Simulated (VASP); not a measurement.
Here is a VASP 6.6.1 calculation.

Contents of INCAR:

```
  ALGO = Normal
  EDIFF = 1E-6
  ENCUT = 520
  GGA = PE
  GGA_COMPAT = False
  ISIF = 2
  ISMEAR = -1
  ISYM = -1
  LASPH = True
  LCHARG = True
  LELF = True
  LREAL = Auto
  LVHAR = True
  LWAVE = False
  NBANDS = 156
  NELM = 120
  PREC = Accurate
  SIGMA = 0.01
```

Contents of KPOINTS:

```
explicit points
1
Reciprocal
  0.25000000   0.25000000   0.25000000 1
```

File POSCAR:

```
Ga12O19
1.0
    0.0000000000      9.2496621800      0.0000000000
   -1.3977182400      0.0000000000      5.7085775500
    6.2279771500     -1.5416103600      0.0067278600
Ga O
12 19
Direct
    0.1186192577      0.6649138518      0.6851457113
    0.2191931808      0.3196715055      0.3019945001
    0.3005689472      0.1925743450      0.8042538050
    0.0272968351      0.8006356150      0.1864338881
    0.4457540697      0.6786409681      0.6805136830
    0.5467773709      0.3150003604      0.3026769385
    0.6338994831      0.1969002663      0.8125190688
    0.3617200452      0.7942755308      0.1749436262
    0.7691404332      0.6640343763      0.6817299582
    0.8826254958      0.3193798768      0.3052748779
    0.9718638292      0.2215435260      0.8165015484
    0.6959123550      0.8004603729      0.1807984023
    0.1666701950      0.7353519567      0.0096759181
    0.1669625860      0.2590513833      0.9787489925
    0.2737637429      0.4265992026      0.6428033376
    0.0583010049      0.5649381908      0.3453537416
    0.0502100858      0.1222760264      0.2823263630
    0.2773553960      0.8773100902      0.6675204049
    0.5005086310      0.7407855057      0.0048151662
    0.4939781697      0.2533362838      0.9789931356
    0.6033782487      0.4285883996      0.6455721352
    0.3907621244      0.5618675738      0.3409238366
    0.3852368533      0.1089799228      0.3198482593
    0.6089560369      0.8833670477      0.6659203828
    0.8321906881      0.7402188063      0.0079353580
    0.8282453488      0.2623011677      0.9781089883
    0.9371791984      0.4428393916      0.6439569391
    0.7221398053      0.5688014179      0.3448011603
    0.7131023735      0.1189060051      0.3081447479
    0.9467712182      0.8716384307      0.7233102169
    0.9678590346      0.9831536800      0.5386532200
```

Potentials or basis: VASP PAW PBE potentials, release 64 (Ga_d, O).

Run with:

```bash
$ cat potpaw_PBE.64/Ga_d/POTCAR potpaw_PBE.64/O/POTCAR > POTCAR
$ mpirun -np 1 vasp_std > vasp.out
```

(1) What does it give for the pressure?

(2) Estimate the band gap on the k mesh.

(3) Estimate the largest force.

Results:

(1) 4.9 GPa.

(2) 3.70 eV.

(3) 0.211 eV/Å.
